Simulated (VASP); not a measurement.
A run of VASP 6.6.1:

File INCAR:

```
SYSTEM = Be
  PREC = Accurate
  ENCUT = 600
  EDIFF = 1E-6
  ISMEAR = 1
  SIGMA = 0.1
  LREAL = .FALSE.
  LASPH = .TRUE.
  NELM = 120
  ALGO = Normal
  ISIF = 2
  LWAVE = .FALSE.
  LCHARG = .FALSE.
  GGA = PE
  NBANDS = 7
  GGA_COMPAT = .FALSE.
```

Contents of KPOINTS:

```
regular mesh
0
G
  13 13 13
  0 0 0
```

Contents of POSCAR:

```
Be
1.0
   -1.2719178150      1.2719178150      1.2163566211
    1.2719178150     -1.2719178150      1.2163566211
    1.2719178150      1.2719178150     -1.2163566211
Be
1
Direct
    0.0000000000      0.0000000000      0.0000000000
```

Potentials or basis: VASP PAW PBE potentials, release 64 (Be).

Command:

```bash
$ cat potpaw_PBE.64/Be/POTCAR > POTCAR
$ mpirun -np 1 vasp_std > vasp.out
```

Hardware: 1 thread of Intel Xeon 8259CL, with other jobs on the host.

Problem. How long does it take, and how much memory?

Solution. Wall time 15 s on 1 thread of Intel Xeon 8259CL, with other jobs on the host, peak memory 0.12 GiB. Counts: scf iterations 9, k points 196.
